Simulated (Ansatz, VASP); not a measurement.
Two plane-wave programs on K2SiB2

```xyz
5
Lattice="3.0405 -5.7159 0.0000 3.0405 5.7159 0.0000 0.0000 0.0000 3.2020" Properties=species:S:1:pos:R:3 pbc="T T T"
K     3.0405    2.8310    0.0000
K     3.0405   -2.8310    0.0000
Si    0.0000    0.0000    1.6010
B     3.0405    0.0000    0.0000
B     3.0405    0.0000    1.6010
```

Alike in both runs: functional PBE; k mesh 4 × 4 × 6; occupations gaussian, width 0.1 eV; no spin polarisation.

Ansatz relaxed the structure, and its values are those at the end. VASP's run is a single point on that final structure, the one shown.

|  | VASP | Ansatz |
| --- | --- | --- |
| version | VASP 6.6.1 | Ansatz 0.2.0 |
| potentials or method | VASP PAW PBE potentials, release 64 (K_sv, Si, B), cutoff 520 eV | scalar-relativistic, plane waves, PAW |
| valence electrons in the cell | 28 | 28 |

```tsv
	VASP	Ansatz	Ansatz less VASP
gap on the k mesh at the Fermi level (eV)	none	none	-
pressure (GPa)	0.0	0.0	-0.05
```

A gap of «none» marks a metal or a gap that the smearing closes.
